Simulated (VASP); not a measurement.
Os:

```
CELL_PARAMETERS angstrom
2.77008 0.00000 0.00000
-1.38504 2.39896 0.00000
0.00000 0.00000 4.37654
ATOMIC_POSITIONS crystal
Os 0.66667 0.33333 0.75000
Os 0.33333 0.66667 0.25000
```

Base run:

```yaml
Program: VASP 6.6.1
Functional: r2SCAN
Dispersion: D3(BJ)
Potentials_or_basis: VASP PAW PBE potentials, release 64 (Os_sv_GW)
Cutoff: 620 eV
k_mesh: 11 × 11 × 6
Occupations: fermi-dirac, width 0.05 eV
Spin: no spin polarisation
```

Its results: band gap on the k mesh zero (bands 16 and 17 overlap by 3.83 eV); pressure -18.5 GPa.

Q: The run is repeated on the same cell with these changes: dispersion from D3(BJ) to rVV10. What comes out?

A: Band gap on the k mesh zero (bands 16 and 17 overlap by 3.83 eV); pressure -17.3 GPa.

Caveats: the cell stands under tension; the PAW data sets were made with another functional, which shifts forces and pressure a little; spin-orbit coupling is left out, which moves the levels of the heavy elements.
